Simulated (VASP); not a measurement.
# Al2Cu (I4/mcm) in VASP: notebook, part 2 of 2

VASP 6.6.1.

### Step 3. Single point, PBEsol

File INCAR:

```
ALGO = Fast ; EDIFF = 1E-6
ENCUT = 520 ; GGA = PS
ISIF = 2 ; ISMEAR = 0
LASPH = T ; LCHARG = F
LREAL = F ; LWAVE = F
NBANDS = 26 ; NELM = 60
PREC = Accurate ; SIGMA = 0.15
```

File KPOINTS:

```
k-points
0
Gamma
  10 10 10
```

File POSCAR:

```
Al2Cu
1.0
   -3.0264500000      3.0264500000      2.5345000000
    3.0264500000     -3.0264500000      2.5345000000
    3.0264500000      3.0264500000     -2.5345000000
Al Cu
4 2
Direct
    0.1593210787      0.6593210787      0.8186421574
    0.6593210787      0.8406789213      0.5000000000
    0.8406789213      0.3406789213      0.1813578426
    0.3406789213      0.1593210787      0.5000000000
    0.7500000000      0.7500000000      0.0000000000
    0.2500000000      0.2500000000      0.0000000000
```

Potentials or basis: VASP PAW PBE potentials, release 64 (Al, Cu).

Launch:

```bash
$ cat potpaw_PBE.64/Al/POTCAR potpaw_PBE.64/Cu/POTCAR > POTCAR
$ mpirun -np 1 vasp_std > vasp.out
```

OUTCAR:

```text
EDIFF = 1E-6
   ENCUT = 520
   GGA = PS
   ISIF = 2
   ISMEAR = 0
   LASPH = T
   LREAL = F
   NELM = 60
   PREC = Accurate

 ion  position               nearest neighbor table
   1  0.159  0.659  0.819-   5 2.61   6 2.61   5 2.61   6 2.61   3 2.73   3 2.97   3 2.97   4 3.18
                             2 3.18   2 3.18   4 3.18   4 3.22   2 3.22   2 3.22   4 3.22
   2  0.659  0.841  0.500-   6 2.61   5 2.61   5 2.61   6 2.61   4 2.73   4 2.97   4 2.97   3 3.18
                             1 3.18   1 3.18   3 3.18   1 3.22   3 3.22   1 3.22   3 3.22
   3  0.841  0.341  0.181-   5 2.61   6 2.61   5 2.61   6 2.61   1 2.73   1 2.97   1 2.97   2 3.18
                             4 3.18   4 3.18   2 3.18   4 3.22   2 3.22   4 3.22   2 3.22
   4  0.341  0.159  0.500-   5 2.61   6 2.61   6 2.61   5 2.61   2 2.73   2 2.97   2 2.97   3 3.18
                             1 3.18   1 3.18   3 3.18   1 3.22   3 3.22   3 3.22   1 3.22
   5  0.750  0.750  0.000-   6 2.53   6 2.53   2 2.61   4 2.61   2 2.61   4 2.61   1 2.61   3 2.61
                             3 2.61   1 2.61
   6  0.250  0.250  0.000-   5 2.53   5 2.53   4 2.61   3 2.61   4 2.61   1 2.61   2 2.61   2 2.61
                             1 2.61   3 2.61

  LATTYP: Found a body centered tetragonal cell.
 ALAT       =     6.0529000000
 C/A-ratio  =     0.8374498174

  Lattice vectors:

 A1 = (  -3.0264500000,   3.0264500000,   2.5345000000)
 A2 = (   3.0264500000,  -3.0264500000,   2.5345000000)
 A3 = (   3.0264500000,   3.0264500000,  -2.5345000000)

Analysis of symmetry for initial positions (statically):
=====================================================================
 Subroutine PRICEL returns:
 Original cell was already a primitive cell.

 Routine SETGRP: Setting up the symmetry group for a
 body centered tetragonal supercell.

 Subroutine GETGRP returns: Found 16 space group operations
 (whereof  8 operations were pure point group operations)
 out of a pool of 16 trial point group operations.

The static configuration has the point symmetry C_4h.
 The point group associated with its full space group is D_4h.

Analysis of symmetry for dynamics (positions and initial velocities):
=====================================================================
[... 147 lines left out ...]
   IVDW    =     0    specifies the selected vdW correction
   LEPSILON=     F    determine dielectric tensor
   LRPA    =     F    only Hartree local field effects (RPA)
 non-spin polarized calculation
 RMM-DIIS sequential band-by-band and
 Gauss-broadening in eV      SIGMA  =   0.15
  energy-cutoff  :      520.00
  volume of cell :       92.86
 maximum number of plane-waves:      2521
 NGX is ok and might be reduce to    40
   NGX = 19   NGY = 19   NGZ = 19

 number of electron      33.9999998 magnetization

 Free energy of the ion-electron system (eV)
  ---------------------------------------------------
  ext. energy  EPLUGINS =         0.00000000
  ---------------------------------------------------
  free energy    TOTEN  =       -25.87164885 eV

  energy without entropy =      -25.85121656  energy(sigma->0) =      -25.86143270

 E-fermi :   7.4280     XC(G=0): -10.7889

 val. band max:        7.4223642411   @ k =  -0.3000   0.1000  -0.0000
 cond. band min:       7.4362408644   @ k =  -0.4000   0.2000   0.1000
 fundamental gap:      0.0138766233
 Fermi energy:         7.4280201878

 k-point     1 :       0.0000    0.0000    0.0000
  band No.  band energies     occupation
      1      -3.0077      2.00000
      2       2.3855      2.00000
      3       2.5248      2.00000
      4       2.5248      2.00000
      5       2.6722      2.00000
      6       3.4403      2.00000
[... 685 lines left out ...]
     25      14.3401      0.00000
     26      14.7194      0.00000

 [... further k-points ...]

------------------------ aborting loop because EDIFF is reached ----------------------------------------

  FORCE on cell =-STRESS in cart. coord.  units (eV):
  Direction    XX          YY          ZZ          XY          YZ          ZX
  --------------------------------------------------------------------------------------
  -------------------------------------------------------------------------------------
  Total       -2.7597253     -2.7597253     -5.1188874      0.0000000      0.0000000      0.0000000
  in kB      -47.6164634    -47.6164634    -88.3215878      0.0000000      0.0000000      0.0000000
  external PRESSURE =     -61.1848382 kB  Pullay stress =       0.0000000 kB

 VOLUME and BASIS-vectors are now :
 -----------------------------------------------------------------------------
  energy-cutoff  :      520.00
  volume of cell :       92.86
      direct lattice vectors                 reciprocal lattice vectors
    -3.026450000  3.026450000  2.534500000     0.000000000  0.165210065  0.197277570
     3.026450000 -3.026450000  2.534500000     0.165210065  0.000000000  0.197277570
     3.026450000  3.026450000 -2.534500000     0.165210065  0.165210065  0.000000000

 POSITION                                       TOTAL-FORCE (eV/Angst)
 -----------------------------------------------------------------------------------
      3.99080      0.96435      0.00000         0.093782      0.093782     -0.000000
      2.06210      0.96435      2.53450        -0.093782      0.093782      0.000000
     -0.96435      2.06210      2.53450        -0.093782     -0.093782      0.000000
      0.96435      2.06210      0.00000         0.093782     -0.093782      0.000000
      0.00000      0.00000      3.80175         0.000000      0.000000      0.000000
      0.00000      0.00000      1.26725         0.000000      0.000000      0.000000
 -----------------------------------------------------------------------------------
    total drift:                               -0.000000     -0.000000      0.000000

  FREE ENERGIE OF THE ION-ELECTRON SYSTEM (eV)
  ---------------------------------------------------
  free  energy   TOTEN  =       -25.8716488455 eV

  energy  without entropy=      -25.8512165581  energy(sigma->0) =      -25.86143270
```

Run time: 5.9 min. Hardware: 1 thread of AMD EPYC 9R14 (Zen 4), shared host; peak memory 0.34 GiB.

Results:

- Free energy: -25.8716 eV
- Pressure: -6.1 GPa
- Largest force: 0.133 eV/Å
- Band gap on the k mesh: zero (bands 17 and 18 overlap by 3.87 eV)

Forces in eV/Å, atoms in the order of the input:
```
Al   0.094  0.094  0.000
Al  -0.094  0.094  0.000
Al  -0.094 -0.094  0.000
Al   0.094 -0.094  0.000
Cu   0.000  0.000  0.000
Cu   0.000  0.000  0.000
```

Caveat: the cell stands under tension; the PAW data sets were made with another functional, which shifts forces and pressure a little.

### Step 4. Single point, PBEsol

File INCAR:

```
SYSTEM = Al2Cu
ALGO = Fast ; EDIFF = 1E-6
ENCUT = 520 ; GGA = PS
ISIF = 2 ; ISMEAR = 0
LASPH = .True. ; LCHARG = .False.
LREAL = .False. ; LWAVE = .False.
NBANDS = 26 ; NELM = 80
PREC = Accurate ; SIGMA = 0.15
```

File KPOINTS:

```
k-points
0
Gamma
  10 10 10
  0 0 0
```

Edit POSCAR of step 3 so:

```diff
@@ -2,5 +2,5 @@
 1.0
-   -3.0264500000      3.0264500000      2.5345000000
-    3.0264500000     -3.0264500000      2.5345000000
-    3.0264500000      3.0264500000     -2.5345000000
+   -3.0564500000      3.0564500000      2.4862000000
+    3.0564500000     -3.0564500000      2.4862000000
+    3.0564500000      3.0564500000     -2.4862000000
 Al Cu
```

Launch:

```bash
$ cat potpaw_PBE.64/Al/POTCAR potpaw_PBE.64/Cu/POTCAR > POTCAR
$ mpirun -np 1 vasp_std > vasp.out
```

Wall time 4.9 min (1 thread of AMD EPYC 9R14 (Zen 4), shared host); peak memory 0.34 GiB.

Results (log left out):

```yaml
Free_energy: -25.8993 eV
Pressure: -6.3 GPa
Largest_force: 0.062 eV/Å
Band_gap_on_the_k_mesh: zero (bands 17 and 18 overlap by 4.13 eV)
```

Forces on the atoms (eV/Å):
```
Al   0.044  0.044  0.000
Al  -0.044  0.044  0.000
Al  -0.044 -0.044  0.000
Al   0.044 -0.044  0.000
Cu   0.000  0.000  0.000
Cu   0.000  0.000  0.000
```

Stress tensor (GPa, compression positive):
```
-5.92  0.00  0.00
 0.00 -5.92  0.00
 0.00  0.00 -7.09
```

Levels at points of the mesh, in eV from the Fermi level:
```
           k point  band 15  band 16  band 17  band 18  band 19  band 20
(0.00, 0.00, 0.00)    -1.33    -1.13    -1.13    -0.75    -0.47     0.17
(0.50, 0.00, 0.00)    -2.50    -2.50     0.28     0.28     4.01     4.01
(0.50, 0.50, 0.00)    -1.29    -1.18    -0.98    -0.71     0.83     1.25
(0.50, 0.50, 0.50)    -3.12    -1.80     2.50     2.96     2.96     3.28
```

Caveat: the cell stands under tension; the PAW data sets were made with another functional, which shifts forces and pressure a little.

### Step 5. Single point, PBEsol

File INCAR:

```
SYSTEM = Al2Cu
PREC = Accurate
ENCUT = 520
EDIFF = 1E-7
ISMEAR = 0
SIGMA = 0.15
LREAL = .FALSE.
LASPH = .TRUE.
NELM = 60
ALGO = Fast
ISIF = 2
LWAVE = .FALSE.
LCHARG = .FALSE.
GGA = PS
NBANDS = 26
```

File KPOINTS:

```
Automatic mesh
0
G
  10 10 10
  0 0 0
```

Edit POSCAR of step 4 so:

```diff
@@ -2,5 +2,5 @@
 1.0
-   -3.0564500000      3.0564500000      2.4862000000
-    3.0564500000     -3.0564500000      2.4862000000
-    3.0564500000      3.0564500000     -2.4862000000
+   -3.1163500000      3.1163500000      2.3896500000
+    3.1163500000     -3.1163500000      2.3896500000
+    3.1163500000      3.1163500000     -2.3896500000
 Al Cu
```

Launch:

```bash
$ cat potpaw_PBE.64/Al/POTCAR potpaw_PBE.64/Cu/POTCAR > POTCAR
$ mpirun -np 1 vasp_std > vasp.out
```

Wall time 4.8 min (1 thread of AMD EPYC 9R14 (Zen 4), shared host); peak memory 0.35 GiB.

Results (log left out):

| Quantity | Value |
| --- | --- |
| Free energy | -25.8481 eV |
| Pressure | -6.0 GPa |
| Largest force | 0.075 eV/Å |
| Band gap on the k mesh | zero (bands 17 and 18 overlap by 4.59 eV) |

Forces on the atoms (eV/Å):
```
Al  -0.053 -0.053  0.000
Al   0.053 -0.053  0.000
Al   0.053  0.053  0.000
Al  -0.053  0.053  0.000
Cu   0.000  0.000  0.000
Cu   0.000  0.000  0.000
```

Stress tensor (GPa, compression positive):
```
-8.06  0.00  0.00
 0.00 -8.06  0.00
 0.00  0.00 -1.79
```

Levels at points of the mesh, in eV from the Fermi level:
| k point | band 15 | band 16 | band 17 | band 18 | band 19 | band 20 |
| --- | --- | --- | --- | --- | --- | --- |
| (0.00, 0.00, 0.00) | -1.07 | -1.06 | -1.06 | -1.05 | -0.19 | 0.12 |
| (0.50, 0.00, 0.00) | -2.63 | -2.63 | 0.00 | 0.00 | 3.54 | 3.54 |
| (0.50, 0.50, 0.00) | -1.71 | -1.52 | -0.84 | -0.50 | 0.35 | 0.73 |
| (0.50, 0.50, 0.50) | -3.08 | -1.67 | 2.68 | 2.93 | 2.93 | 3.04 |

Caveat: the cell stands under tension; the PAW data sets were made with another functional, which shifts forces and pressure a little.

### Step 6. Summary

```csv
cell,further INCAR settings,gap on the mesh (eV),pressure (GPa),largest force (eV/Å)
"a = 5.000 Å, angles 103.8, 103.8, 121.6°, 6 atoms",ALGO = Fast; EDIFF = 1e-06; NBANDS = 26,none,-6.2,0.01
"a = 4.974 Å, angles 105.0, 105.0, 118.7°, 6 atoms",ALGO = Fast; EDIFF = 1e-06; NBANDS = 26,none,-6.1,0.13
"a = 4.986 Å, angles 104.4, 104.4, 120.2°, 6 atoms",ALGO = Fast; EDIFF = 1e-06; NBANDS = 26,none,-6.3,0.06
"a = 5.013 Å, angles 103.1, 103.1, 123.1°, 6 atoms",ALGO = Fast; EDIFF = 1e-07; NBANDS = 26,none,-6.0,0.07
```

Alike in all rows: task single point; level PBEsol; potentials or basis VASP PAW PBE potentials, release 64 (Al, Cu); no spin polarisation; k mesh 10 × 10 × 10; cutoff (eV) 520; smearing gaussian 0.15 eV.

Caveats: the cell stands under tension; the PAW data sets were made with another functional, which shifts forces and pressure a little.

Absolute energies hang on the potentials; compare differences alone.
